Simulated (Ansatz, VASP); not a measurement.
# Sr in VASP and in Ansatz

File POSCAR:

```
Sr
1.0
    0.0000000000      3.0423500000      3.0423500000
    3.0423500000      0.0000000000      3.0423500000
    3.0423500000      3.0423500000      0.0000000000
Sr
1
Direct
    0.0000000000      0.0000000000      0.0000000000
```

Contents of INCAR.step1:

```
SYSTEM = Sr
PREC = Accurate
ENCUT = 520
EDIFF = 1E-5
ISMEAR = 1
SIGMA = 0.01
LREAL = .FALSE.
LASPH = .TRUE.
NELM = 100
ALGO = Normal
ISIF = 2
LWAVE = .TRUE.
LCHARG = .FALSE.
GGA = PE
NBANDS = 11
```

Contents of INCAR.step2:

```
SYSTEM = Sr
PREC = Accurate
ENCUT = 520
EDIFF = 1E-6
ISMEAR = 1
SIGMA = 0.01
LREAL = .FALSE.
LASPH = .TRUE.
NELM = 100
ALGO = Normal
ISIF = 2
LWAVE = .FALSE.
LCHARG = .FALSE.
GGA = PE
LHFCALC = .TRUE.
AEXX = 0.25
HFSCREEN = 0.3
PRECFOCK = Normal
ISTART = 1
NBANDS = 11
```

The input KPOINTS:

```
Automatic mesh
0
G
  6 6 6
  0 0 0
```

Contents of input.yaml:

```yaml
crystal:
  lattice:
    - [0.0, 3.04235, 3.04235]
    - [3.04235, 0.0, 3.04235]
    - [3.04235, 3.04235, 0.0]
  atoms:
    - { symbol: Sr, position: [0.0, 0.0, 0.0] }
hamiltonian:
  xc: { exchange: pbe, correlation: pbe, exx: { coeff: 0.25, omega: 0.3 } }
  pseudopotentials: { kind: nc }
kpoints:
  mp_grid: { grid: [6, 6, 6] }
scf:
  occupations: { method: methfessel_paxton, width: 0.01 }
  n_extra_bands: 6
output:
  forces: true
  stress: true
  eigenvalues: true
  dos: { projected: false, de: 0.05 }
  write_density: true
  write_potential: true
  elf: true
  volumetric_format: npy
```

Alike in both runs: functional PBE-based screened hybrid with a share of 0.25 of exact exchange and HFSCREEN = 0.3; k mesh 6 × 6 × 6; occupations methfessel-paxton of order 1, width 0.01 eV; no spin polarisation.

|  | VASP | Ansatz |
| --- | --- | --- |
| version | VASP 6.6.1 | Ansatz 0.2.0 |
| potentials or method | VASP PAW PBE potentials, release 64 (Sr_sv) | PseudoDojo standard (PBE files) |
| plane-wave cutoff (eV) | 520 | 925 |
| valence electrons in the cell | 10 | 10 |
| task | single point | density of states |

|  | VASP | Ansatz | Ansatz less VASP |
| --- | --- | --- | --- |
| gap on the k mesh at the Fermi level (eV) | none | none | - |
| pressure (GPa) | 0.0 | 0.0 | +0.04 |

VASP's potentials were made for PBE, not for PBE-based screened hybrid. A gap of «none» marks a metal or a gap that the smearing closes. The functional is the same, so the differences come from potentials, cutoffs and numerics.
